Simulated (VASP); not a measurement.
# Sn (C2/m) in VASP: single point with PBEsol

Aim: the single point of Sn with PBEsol.

Everything below comes from runs of VASP 6.6.1. Logs are shortened: lines on timing, memory, paths and dates and some standing lists are left out, and cuts for length are marked.

### Step 1. The cell of the first run

It takes space group C2/m (No. 12, monoclinic). Conventional cell: a = 5.766 Å, b = 3.066 Å, c = 6.263 Å, α = 90.00°, β = 107.97°, γ = 90.00°. Sn (site symmetry m) has 10 Sn at 3.07 to 3.71 Å within 4.0 Å.

### Step 2. Single point, PBEsol (Pb replaced by Sn, lengths x 0.971, strained)

File INCAR:

```
PREC = Accurate
ENCUT = 520
EDIFF = 1E-6
ISMEAR = 0
SIGMA = 0.1
LREAL = False
LASPH = True
NELM = 80
ALGO = Fast
ISIF = 2
LWAVE = False
LCHARG = False
GGA = PS
NBANDS = 21
```

File KPOINTS:

```
regular mesh
0
Gamma
  16 16 8
```

File POSCAR:

```
Sn
1.0
    2.8829337001     -1.5327934083      0.0183564319
    2.8829337001      1.5327934083      0.0183564319
   -1.9702621354      0.0000000000      5.9453455703
Sn
2
Direct
    0.1258227559      0.1258227559      0.2604749584
    0.8741772441      0.8741772441      0.7395250416
```

Potentials or basis: VASP PAW PBE potentials, release 64 (Sn_d).

Started as:

```sh
cat potpaw_PBE.64/Sn_d/POTCAR > POTCAR
mpirun -np 1 vasp_std > vasp.out
```

OUTCAR:

```text
PREC = Accurate
   ENCUT = 520
   EDIFF = 1E-6
   ISMEAR = 0
   LREAL = False
   LASPH = True
   NELM = 80
   ISIF = 2
   GGA = PS

 ion  position               nearest neighbor table
   1  0.126  0.126  0.260-   2 3.14   2 3.28   2 3.28   2 3.71
   2  0.874  0.874  0.740-   1 3.14   1 3.28   1 3.28   1 3.71

  LATTYP: Found a base centered monoclinic cell.
 ALAT       =     5.7659842795
 B/A-ratio  =     0.5316675641
 C/A-ratio  =     1.0862518640
 COS(beta)  =    -0.3085216846

  Lattice vectors:

 A1 = (   2.8829337001,  -1.5327934083,   0.0183564319)
 A2 = (   2.8829337001,   1.5327934083,   0.0183564319)
 A3 = (  -1.9702621354,   0.0000000000,   5.9453455703)

Analysis of symmetry for initial positions (statically):
=====================================================================
 Subroutine PRICEL returns:
 Original cell was already a primitive cell.

 Routine SETGRP: Setting up the symmetry group for a
 base centered monoclinic supercell.

 Subroutine GETGRP returns: Found  4 space group operations
 (whereof  4 operations were pure point group operations)
 out of a pool of  4 trial point group operations.

The static configuration has the point symmetry C_2h.

Analysis of symmetry for dynamics (positions and initial velocities):
=====================================================================
 Subroutine PRICEL returns:
 Original cell was already a primitive cell.

 Routine SETGRP: Setting up the symmetry group for a
 base centered monoclinic supercell.

 Subroutine GETGRP returns: Found  4 space group operations
 (whereof  4 operations were pure point group operations)
 out of a pool of  4 trial point group operations.

The dynamic configuration has the point symmetry C_2h.

 Subroutine INISYM returns: Found  4 space group operations
 (whereof  4 operations are pure point group operations),
 and found     1 'primitive' translations

----------------------------------------------------------------------------------------

                                     Primitive cell

  volume of cell :      52.6551

  direct lattice vectors                    reciprocal lattice vectors
     2.882933700 -1.532793408  0.018356432     0.173069252 -0.326201820  0.057354411
     2.882933700  1.532793408  0.018356432     0.173069252  0.326201820  0.057354411
    -1.970262135  0.000000000  5.945345570    -0.001068713  0.000000000  0.167844635

  length of vectors
     3.265133889  3.265133889  6.263311172     0.373697902  0.373697902  0.167848037

  position of ions in fractional coordinates (direct lattice)
     0.125822756  0.125822756  0.260474958
     0.874177244  0.874177244  0.739525042

  ion indices of the primitive-cell ions
   primitive index   ion index
                 1           1
                 2           2

----------------------------------------------------------------------------------------

 KPOINTS: regular mesh

Automatic generation of k-mesh.
 Grid dimensions read from file:
 generate k-points for:   16   16    8

 Generating k-lattice:

  Cartesian coordinates                     Fractional coordinates (reciprocal lattice)
     0.010816828 -0.020387614  0.003584651     0.062500000 -0.000000000  0.000000000
     0.010816828  0.020387614  0.003584651    -0.000000000  0.062500000  0.000000000
    -0.000133589  0.000000000  0.020980579    -0.000000000 -0.000000000  0.125000000

  Length of vectors
     0.023356119  0.023356119  0.020981005

  Shift w.r.t. Gamma in fractional coordinates (k-lattice)
     0.000000000  0.000000000  0.000000000

 Subroutine IBZKPT returns following result:
 ===========================================

 Found    554 irreducible k-points:

 Following reciprocal coordinates:
            Coordinates               Weight
  0.000000  0.000000  0.000000      1.000000
  0.062500  0.000000 -0.000000      4.000000
  0.125000  0.000000 -0.000000      4.000000
  0.187500 -0.000000  0.000000      4.000000
  0.250000  0.000000 -0.000000      4.000000
  0.312500  0.000000 -0.000000      4.000000
[... 16 lines left out ...]
 -0.125000  0.062500  0.000000      4.000000
 -0.062500  0.062500  0.000000      2.000000
 [... further k-points ...]
   k-points           NKPTS =    554   k-points in BZ     NKDIM =    554   number of bands    NBANDS=     21
   number of dos      NEDOS =    301   number of ions     NIONS =      2
   total plane-waves  NPLWV =  27648
   dimension x,y,z NGX =    24 NGY =   24 NGZ =   48
   dimension x,y,z NGXF=    48 NGYF=   48 NGZF=   96
   ions per type =               2
   NGX,Y,Z   is equivalent  to a cutoff of  12.22, 12.22, 12.74 a.u.
   NGXF,Y,Z  is equivalent  to a cutoff of  24.44, 24.44, 25.48 a.u.
 SYSTEM =  unknown system
   PREC   = accura    normal or accurate (medium, high low for compatibility)
   ISTART =      0    job   : 0-new  1-cont  2-samecut
   ICHARG =      2    charge: 1-file 2-atom 10-const
   ISPIN  =      1    spin polarized calculation?
   LNONCOLLINEAR =      F non collinear calculations
   LSORBIT =      F    spin-orbit coupling
   LASPH  =      T    aspherical Exc in radial PAW
   ENCUT  =  520.0 eV  38.22 Ry    6.18 a.u.   6.07  6.07 11.65*2*pi/ulx,y,z
   NELM   =     80;   NELMIN=  2; NELMDL= -5     # of ELM steps
   EDIFF  = 0.1E-05   stopping-criterion for ELM
   LREAL  =      F    real-space projection
   EDIFFG = 0.1E-04   stopping-criterion for IOM
   NSW    =      0    number of steps for IOM
   IBRION =     -1    ionic relax: 0-MD 1-quasi-New 2-CG
   NFREE  =      0    steps in history (QN), initial steepest desc. (CG)
   ISIF   =      2    stress and relaxation
   ISYM   =      2    0-nonsym 1-usesym 2-fastsym
   POTIM  = 0.5000    time-step for ionic-motion
   TEBEG  =    0.0;   TEEND  =   0.0 temperature during run
   PSTRESS=    0.0 pullay stress
   NELECT =      28.0000    total number of electrons
   NUPDOWN=      -1.0000    fix difference up-down
   EMIN   =  10.00;   EMAX   =-10.00  energy-range for DOS
   EFERMI =   0.00;   METHOD = LEGACY
   ISMEAR =     0;   SIGMA  =   0.10  broadening in eV -4-tet -1-fermi 0-gaus
   EFERMI_NEDOS =   21; number of points for ismear=-14 and -15
   IALGO  =     68    algorithm
   IMIX   =      4    mixing-type and parameters
     AMIX     =   0.40;   BMIX     =  1.00
     AMIX_MAG =   1.60;   BMIX_MAG =  1.00
  volume/ion in A,a.u.               =      26.33       177.67
  Fermi-wavevector in a.u.,A,eV,Ry     =   1.326317  2.506375 23.934226  1.759116
  Thomas-Fermi vector in A             =   2.455712
   LORBIT       =      0    0 simple, 1 ext, 2 COOP (PROOUT), +10 PAW based schemes
   GGA     = PS    functional components
   LHFCALC =     F    Hartree Fock is set to
   AEXX    =    0.0000 exact exchange contribution
   IVDW    =     0    specifies the selected vdW correction
   LEPSILON=     F    determine dielectric tensor
   LRPA    =     F    only Hartree local field effects (RPA)
 non-spin polarized calculation
 RMM-DIIS sequential band-by-band and
 Gauss-broadening in eV      SIGMA  =   0.10
  energy-cutoff  :      520.00
  volume of cell :       52.66
 maximum number of plane-waves:      1442
   NGX = 13   NGY = 13   NGZ = 23

 number of electron      28.0000002 magnetization

 Free energy of the ion-electron system (eV)
  ---------------------------------------------------
  ext. energy  EPLUGINS =         0.00000000
  ---------------------------------------------------
  free energy    TOTEN  =        -8.36845876 eV

  energy without entropy =       -8.36292586  energy(sigma->0) =       -8.36569231

 E-fermi :   8.3012     XC(G=0): -10.6161

 val. band max:        8.2955416512   @ k =   0.4375   0.1875  -0.0000
 cond. band min:       8.3019029118   @ k =  -0.3125   0.1875   0.2500
 fundamental gap:      0.0063612605
 Fermi energy:         8.3011952293

 k-point     1 :       0.0000    0.0000    0.0000
  band No.  band energies     occupation
      1     -13.2736      2.00000
      2     -13.2345      2.00000
      3     -13.2170      2.00000
      4     -13.1175      2.00000
      5     -13.1012      2.00000
      6     -13.0966      2.00000
[... 13 lines left out ...]
     20      19.2847      0.00000
     21      20.1516      0.00000

 k-point     2 :       0.0625    0.0000   -0.0000
  band No.  band energies     occupation
      1     -13.2662      2.00000
      2     -13.2224      2.00000
      3     -13.2094      2.00000
      4     -13.1166      2.00000
      5     -13.1020      2.00000
      6     -13.0970      2.00000
[... 13 lines left out ...]
     20      19.3063      0.00000
     21      19.4588      0.00000

 k-point     3 :       0.1250    0.0000   -0.0000
  band No.  band energies     occupation
      1     -13.2479      2.00000
      2     -13.1907      2.00000
      3     -13.1864      2.00000
      4     -13.1224      2.00000
      5     -13.1023      2.00000
      6     -13.0893      2.00000
[... 13 lines left out ...]
     20      18.1901      0.00000
     21      18.7148      0.00000

 k-point     4 :       0.1875   -0.0000    0.0000
  band No.  band energies     occupation
      1     -13.2284      2.00000
      2     -13.1617      2.00000
      3     -13.1595      2.00000
      4     -13.1170      2.00000
      5     -13.0936      2.00000
      6     -13.0769      2.00000
[... 13 lines left out ...]
     20      17.7645      0.00000
     21      18.3670      0.00000

 k-point     5 :       0.2500    0.0000   -0.0000
  band No.  band energies     occupation
      1     -13.2189      2.00000
      2     -13.1744      2.00000
      3     -13.1423      2.00000
      4     -13.1102      2.00000
      5     -13.0633      2.00000
      6     -13.0577      2.00000
[... 13 lines left out ...]
     20      17.0559      0.00000
     21      17.4855      0.00000
[... 382 lines left out ...]
     20      16.8792      0.00000
     21      17.3663      0.00000

 k-point    22 :      -0.1875    0.0625    0.0000
  band No.  band energies     occupation
      1     -13.2208      2.00000
      2     -13.1574      2.00000
      3     -13.1399      2.00000
      4     -13.0974      2.00000
      5     -13.0813      2.00000
      6     -13.0768      2.00000
[... 13 lines left out ...]
     20      17.5531      0.00000
     21      18.2711      0.00000

 k-point    23 :      -0.1250    0.0625    0.0000
  band No.  band energies     occupation
      1     -13.2344      2.00000
      2     -13.1455      2.00000
      3     -13.1446      2.00000
      4     -13.1231      2.00000
      5     -13.1184      2.00000
      6     -13.0955      2.00000
[... 13 lines left out ...]
     20      18.0290      0.00000
     21      18.0431      0.00000

 k-point    24 :      -0.0625    0.0625    0.0000
  band No.  band energies     occupation
      1     -13.2513      2.00000
      2     -13.1873      2.00000
      3     -13.1845      2.00000
      4     -13.1175      2.00000
      5     -13.1131      2.00000
      6     -13.1025      2.00000
[... 13 lines left out ...]
     20      18.4347      0.00000
     21      18.4696      0.00000

 [... further k-points ...]

------------------------ aborting loop because EDIFF is reached ----------------------------------------

  FORCE on cell =-STRESS in cart. coord.  units (eV):
  Direction    XX          YY          ZZ          XY          YZ          ZX
  --------------------------------------------------------------------------------------
  -------------------------------------------------------------------------------------
  Total        0.3314554      1.5943733     -0.1369669      0.0000000      0.0000000     -0.2212477
  in kB       10.0854409     48.5131848     -4.1675953      0.0000000      0.0000000     -6.7320677
  external PRESSURE =      18.1436768 kB  Pullay stress =       0.0000000 kB

 VOLUME and BASIS-vectors are now :
 -----------------------------------------------------------------------------
  energy-cutoff  :      520.00
  volume of cell :       52.66
      direct lattice vectors                 reciprocal lattice vectors
     2.882933700 -1.532793408  0.018356432     0.173069252 -0.326201820  0.057354411
     2.882933700  1.532793408  0.018356432     0.173069252  0.326201820  0.057354411
    -1.970262135  0.000000000  5.945345570    -0.001068713  0.000000000  0.167844635

 POSITION                                       TOTAL-FORCE (eV/Angst)
 -----------------------------------------------------------------------------------
      0.21227      0.00000      1.55323        -0.007892      0.000000     -0.022432
      3.58333      0.00000      4.42883         0.007892      0.000000      0.022432
 -----------------------------------------------------------------------------------
    total drift:                                0.000000      0.000000      0.000000

  FREE ENERGIE OF THE ION-ELECTRON SYSTEM (eV)
  ---------------------------------------------------
  free  energy   TOTEN  =        -8.3684587630 eV

  energy  without entropy=       -8.3629258566  energy(sigma->0) =       -8.36569231
```

Run time: 5.2 min. Hardware: 1 thread of Intel Xeon Platinum 8259CL at 2.50GHz (Skylake/Cascade Lake), shared host; peak memory 0.54 GiB.

What came out:

```
Free energy            : -8.3685 eV
Pressure               : 1.8 GPa
Largest force          : 0.024 eV/Å
Band gap on the k mesh : zero (bands 14 and 15 overlap by 7.68 eV)
```

Forces in eV/Å, atoms in the order of the input:
```
Sn  -0.008  0.000 -0.022
Sn   0.008  0.000  0.022
```

Caveat: the cell differs from its parent crystal (Pb replaced by Sn, lengths x 0.971, strained); the PAW data sets were made with another functional, which shifts forces and pressure a little; spin-orbit coupling is left out, which moves the levels of the heavy elements.
